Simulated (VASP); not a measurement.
The system is WS2.

```
W S
1.0
     3.18000    0.00000    0.00000
    -1.59000    2.75396    0.00000
     0.00000    0.00000   12.50000
W S
2 4
Direct
  0.33333 0.66667 0.25000
  0.66667 0.33333 0.75000
  0.33333 0.66667 0.62500
  0.66667 0.33333 0.12500
  0.33333 0.66667 0.87500
  0.66667 0.33333 0.37500
```

```yaml
Program: VASP 6.6.1
Task: relaxation of cell and atoms
Functional: LDA
Potentials_or_basis: VASP PAW LDA potentials, release 64 (W_sv, S)
Cutoff: 600 eV
k_mesh: 12 × 12 × 3
Occupations: gaussian, width 0.01 eV
Spin: no spin polarisation
```

At the start: pressure -5.2 GPa; volume 18.24 Å³/atom.

Task: How do energy, volume and symmetry change on relaxing?

Result: Over 16 steps the energy falls by 12.6 meV/atom and the volume is 17.19 Å³/atom (-5.8 %); space group P6_3/mmc (No. 194, to 0.1 Å) before and after.

Step by step:
| step | energy change (eV) | largest force (eV/Å) | pressure (GPa) | volume (Å³) |
| --- | --- | --- | --- | --- |
| 1 | 0.0000 | 0.3131 | -5.23 | 109.47 |
| 2 | 0.1990 | 1.6071 | 12.78 | 100.30 |
| 3 | -0.0568 | 0.2461 | -0.20 | 106.42 |
| 4 | -0.0569 | 0.2578 | -0.09 | 106.36 |
| 5 | -0.0666 | 0.0310 | -0.10 | 105.63 |
| 6 | -0.0667 | 0.0555 | -0.10 | 105.71 |
| 7 | -0.0678 | 0.0527 | -0.10 | 105.53 |
| 8 | -0.0708 | 0.0445 | -0.08 | 104.99 |
| 9 | -0.0747 | 0.0288 | -0.01 | 103.92 |
| 10 | -0.0717 | 0.0044 | 0.30 | 101.77 |
| 11 | -0.0755 | 0.0289 | 0.10 | 103.28 |
| 12 | -0.0755 | 0.0267 | 0.12 | 103.15 |
| 13 | -0.0711 | 0.2099 | -1.36 | 103.51 |
| 14 | -0.0755 | 0.0010 | -0.04 | 103.19 |
| 15 | -0.0755 | 0.0042 | 0.11 | 103.05 |
| 16 | -0.0756 | 0.0004 | 0.00 | 103.15 |

Final structure:
```xyz
6
Lattice="3.1298 0.0000 0.0000 -1.5649 2.7104 0.0000 0.0000 0.0000 12.1599" Properties=species:S:1:pos:R:3 pbc="T T T"
W     0.0000    1.8070    3.0400
W     1.5649    0.9035    9.1199
S     0.0000    1.8070    7.5567
S     1.5649    0.9035    1.4768
S     0.0000    1.8070   10.6831
S     1.5649    0.9035    4.6032
```
